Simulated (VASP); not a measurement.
Be7S:

```xyz
8
Lattice="4.3216 0.0000 0.0000 -2.1608 3.7426 0.0000 0.0000 0.0000 4.7423" Properties=species:S:1:pos:R:3 pbc="T T T"
Be    2.1608    0.0000    3.5345
Be   -1.0804    1.8713    3.5345
Be    1.0804    1.8713    3.5345
Be   -1.0804    1.8713    1.2078
Be    2.1608    0.0000    1.2078
Be    1.0804    1.8713    1.2078
Be    0.0000    0.0000    0.0000
S     0.0000    0.0000    2.3712
```

The cell was generated, and may not be a known phase.

| Item | Value |
| --- | --- |
| Program | VASP 6.6.1 |
| Task | relaxation of cell and atoms |
| Functional | PBE |
| Potentials or basis | VASP PAW PBE potentials, release 64 (Be, S) |
| Cutoff | 600 eV |
| k mesh | 4 × 4 × 4 |
| Occupations | gaussian, width 0.2 eV |
| Spin | no spin polarisation |

At the start: pressure 2.0 GPa; volume 9.59 Å³/atom.

Task: Where does the relaxation end?

Result: Over 20 steps the energy falls by 103.1 meV/atom and the volume is 10.53 Å³/atom (+9.8 %); space group P6/mmm (No. 191, to 0.1 Å) before and after.

The path:
```tsv
step	energy change (eV)	largest force (eV/Å)	pressure (GPa)	volume (Å³)
1	0.0000	1.0263	2.04	76.70
2	-0.2656	0.6499	0.28	78.07
3	-0.4087	0.0968	-1.21	79.80
4	-0.4117	0.0102	-1.37	80.08
5	-0.4711	0.0386	0.78	79.11
6	-0.5189	0.1892	3.72	77.83
7	-0.5048	0.3459	9.53	75.09
8	-0.5483	0.2633	5.93	76.82
9	-0.5429	0.3086	7.89	75.87
10	-0.5507	0.2855	6.91	76.34
11	-0.5714	0.2975	6.91	76.50
12	-0.6090	0.3346	6.97	76.95
13	-0.5753	0.3796	7.67	77.74
14	-0.6157	0.3537	7.10	77.18
15	-0.6643	0.3356	5.85	78.16
16	-0.7658	0.2766	2.38	81.15
17	-0.7838	0.1517	-3.28	87.35
18	-0.8051	0.2035	-1.08	84.69
19	-0.8122	0.1688	-0.94	84.57
20	-0.8246	0.0467	-0.49	84.21
```

Final structure:
```
Be S
1.0
     4.19773    0.00000    0.00000
    -2.09886    3.63534    0.00000
     0.00000    0.00000    5.51797
Be S
7 1
Direct
  0.50000 0.00000 0.79775
  0.00000 0.50000 0.79775
  0.50000 0.50000 0.79775
  0.00000 0.50000 0.20225
  0.50000 0.00000 0.20225
  0.50000 0.50000 0.20225
  0.00000 0.00000 0.00000
  0.00000 0.00000 0.50000
```

Caveat: a cell axis changed by over 15 % at a fixed basis, so the end point is rough; the relaxation stopped at a loose force limit of 0.08 eV/Å, so its end isn't a converged minimum.
